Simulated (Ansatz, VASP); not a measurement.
## Two plane-wave programs on C

```
C
1.0
     0.00000    1.76587    1.76587
     1.76587    0.00000    1.76587
     1.76587    1.76587    0.00000
C
2
Direct
  0.00000 0.00000 0.00000
  0.25000 0.25000 0.25000
```

Alike in both runs: functional LDA; k mesh 12 × 12 × 12; occupations gaussian, width 0.02 eV; no spin polarisation.

Ansatz relaxed the structure, and its values are those at the end. VASP's run is a single point on that final structure, the one shown.

```csv
,VASP,Ansatz
version,VASP 6.6.1,Ansatz 0.2.0
potentials or method,"VASP PAW LDA potentials, release 64 (C), cutoff 600 eV","scalar-relativistic, plane waves, PAW"
valence electrons in the cell,8,8
```

Ansatz gave:

| Quantity | Value |
| --- | --- |
| gap on the k mesh at the Fermi level (eV) | 4.20 |
| least direct gap on the mesh (eV) | 5.62 |
| pressure (GPa) | 0.0 |

What did VASP give for the same quantities?

gap on the k mesh at the Fermi level (eV): 4.20; least direct gap on the mesh (eV): 5.63; pressure (GPa): 0.8.

LDA's correlation is that of Perdew and Zunger in VASP and of Perdew and Wang (1992) in Ansatz.
